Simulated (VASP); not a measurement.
Write the native input for VASP 6.6.1 that does the following.

```yaml
Task: single point
Functional: PBEsol
Potentials_or_basis: VASP PAW PBE potentials, release 64 (Ba_sv, S)
Cutoff: 520 eV
k_mesh: 6 × 6 × 6
Occupations: gaussian, width 0.01 eV
Spin: no spin polarisation
Dipole_correction: no
Further_INCAR_settings: ALGO = Normal; EDIFF = 1e-06; NBANDS = 15
```

The structure of BaS lies in POSCAR:

```
BaS
1.0
    3.1504650506      3.1504650506      0.0000000000
   -3.1504650506      3.1504650506      0.0000000000
    0.0000000000      3.1504650506      3.1712285713
Ba S
1 1
Direct
    0.0000000000      0.0000000000      0.0000000000
    0.5000000000      0.5000000000      0.0000000000
```

This cell differs from its parent crystal: in-plane strain -0.005, then relaxed in part.

The input as run:

INCAR

```
SYSTEM = BaS
PREC     = Accurate       ! precision mode
ENCUT    = 520            ! plane-wave cutoff, eV
EDIFF    = 1E-6           ! SCF threshold, eV
ISMEAR   = 0              ! smearing method
SIGMA    = 0.01           ! smearing width, eV
LREAL    = .False.        ! projectors in reciprocal space
LASPH    = .True.         ! aspherical terms in the spheres
NELM     = 100            ! most SCF steps
ALGO     = Normal         ! electronic algorithm
ISIF     = 2              ! what is computed and relaxed
LWAVE    = .False.        ! write WAVECAR
LCHARG   = .False.        ! write CHGCAR
GGA      = PS             ! functional
NBANDS   = 15             ! bands
```

KPOINTS

```
regular mesh
0
Gamma
  6 6 6
  0 0 0
```

Potentials or basis: VASP PAW PBE potentials, release 64 (Ba_sv, S).

Launch:

```console
$ cat potpaw_PBE.64/Ba_sv/POTCAR potpaw_PBE.64/S/POTCAR > POTCAR
$ mpirun -np 1 vasp_std > vasp.out
```

Results of the run:

| Quantity | Value |
| --- | --- |
| Pressure | 1.1 GPa |
| Band gap on the k mesh | 1.91 eV, indirect (least direct gap 2.02 eV) |

Caveat: the cell differs from its parent crystal (in-plane strain -0.005, then relaxed in part); the PAW data sets were made with another functional, which shifts forces and pressure a little; spin-orbit coupling is left out, which moves the levels of the heavy elements.

It used 20 s of CPU time on 1 thread of Intel Xeon 6975P-C, on a shared host.
